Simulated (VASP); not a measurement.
A run of VASP 6.6.1 is set up as follows.

Contents of POSCAR:

```
LiNbO3
1.0
    2.5687892441      1.4830911616      4.6278921106
   -2.5687892441      1.4830911616      4.6278921106
    0.0000000000     -2.9661823232      4.6278921106
Li Nb O
2 2 6
Direct
    0.2820697279      0.2820697279      0.2820697279
    0.7820697279      0.7820697279      0.7820697279
    0.0001366435      0.0001366435      0.0001366435
    0.5001366435      0.5001366435      0.5001366435
    0.1079454267      0.3619796572      0.7196835447
    0.7196835447      0.1079454267      0.3619796572
    0.3619796572      0.7196835447      0.1079454267
    0.2196835447      0.8619796572      0.6079454267
    0.8619796572      0.6079454267      0.2196835447
    0.6079454267      0.2196835447      0.8619796572
```

INCAR.step1

```
SYSTEM = LiNbO3
ALGO = Normal
EDIFF = 1E-5
ENCUT = 830
GGA = PE
GGA_COMPAT = .False.
ISMEAR = 0
LASPH = .True.
LCHARG = .False.
LREAL = .False.
LWAVE = .True.
NBANDS = 45
NELM = 120
PREC = Accurate
SIGMA = 0.02
```

INCAR.step2

```
SYSTEM = LiNbO3
ALGO = Normal
EDIFF = 1E-6
ENCUT = 830
GGA_COMPAT = .False.
ISIF = 2
ISMEAR = 0
ISTART = 1
LASPH = .True.
LCHARG = .False.
LMIXTAU = .True.
LREAL = .False.
LWAVE = .False.
METAGGA = R2SCAN
NBANDS = 45
NELM = 120
PREC = Accurate
SIGMA = 0.02
```

The input KPOINTS:

```
k-points
0
Gamma
  6 6 6
  0 0 0
```

Potentials or basis: VASP PAW PBE potentials, release 64 (Li_sv, Nb_sv, O).

Run with:

```sh
$ cat potpaw_PBE.64/Li_sv/POTCAR potpaw_PBE.64/Nb_sv/POTCAR potpaw_PBE.64/O/POTCAR > POTCAR
$ cp INCAR.step1 INCAR
$ mpirun -np 1 vasp_std > vasp.out
$ cp INCAR.step2 INCAR
$ mpirun -np 1 vasp_std > vasp.out
```

Question: Estimate the band gap on the k mesh.

Answer: 4.03 eV (least direct gap 4.07 eV).

Question: Estimate the pressure.

Answer: -0.1 GPa.

Question: Predict the largest force.

Answer: 0.025 eV/Å.

Forces on the atoms (eV/Å):
```
Li   0.000  0.000 -0.003
Li   0.000  0.000 -0.003
Nb   0.000  0.000 -0.025
Nb   0.000  0.000 -0.025
O   -0.008  0.013  0.009
O   -0.007 -0.013  0.009
O    0.015  0.000  0.009
O   -0.015  0.000  0.009
O    0.008  0.013  0.009
O    0.007 -0.013  0.009
```

Caveat: the PAW data sets were made with another functional, which shifts forces and pressure a little. r2SCAN opens gaps a little over a GGA but as a rule still falls short of measured ones.
